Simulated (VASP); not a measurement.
A run of VASP 6.6.1 is set up as follows.

Contents of POSCAR:

```
GaFe2
1.0
    2.6530160000      0.0000000000      0.0000000000
   -1.3265080000      2.2975790000      0.0000000000
    0.0000000000      0.0000000000      6.3390920000
Ga Fe
1 2
Direct
    0.0000000000      0.0000000000      0.0000000000
    0.3333330000      0.6666670000      0.6665600000
    0.6666670000      0.3333330000      0.3334400000
```

INCAR.step1

```
SYSTEM = GaFe2
PREC = Accurate ; ENCUT = 520
ISMEAR = 0 ; SIGMA = 0.15
LREAL = .FALSE. ; LASPH = .TRUE.
NELM = 150 ; ISPIN = 2
MAGMOM = 0 3.5 3.5 ; LMAXMIX = 4
NBANDS = 26 ; GGA = PE
ALGO = Normal ; EDIFF = 1E-4
LWAVE = .TRUE. ; LCHARG = .FALSE.
```

INCAR.step2

```
SYSTEM = GaFe2
PREC = Accurate ; ENCUT = 520
EDIFF = 1E-6 ; ISMEAR = 0
SIGMA = 0.15 ; LREAL = .FALSE.
LASPH = .TRUE. ; NELM = 150
ALGO = Normal ; ISIF = 2
LWAVE = .FALSE. ; LCHARG = .TRUE.
ISPIN = 2 ; MAGMOM = 0 3.5 3.5
LORBIT = 11 ; LMAXMIX = 4
METAGGA = R2SCAN ; LMIXTAU = .TRUE.
LELF = .TRUE. ; LVHAR = .TRUE.
NBANDS = 26 ; ISTART = 1
```

File KPOINTS:

```
regular mesh
0
G
  10 10 4
  0 0 0
```

Potentials or basis: VASP PAW PBE potentials, release 64 (Ga_d, Fe).

Run with:

```sh
$ cat potpaw_PBE.64/Ga_d/POTCAR potpaw_PBE.64/Fe/POTCAR > POTCAR
$ cp INCAR.step1 INCAR
$ mpirun -np 1 vasp_std > vasp.out
$ cp INCAR.step2 INCAR
$ mpirun -np 1 vasp_std > vasp.out
```

(1) Predict the site moments.

(2) Estimate the pressure.

## Answers

(1) Ga -0.12; Fe +2.77 μB.

(2) 0.4 GPa.

Caveat: the PAW data sets were made with another functional, which shifts forces and pressure a little.
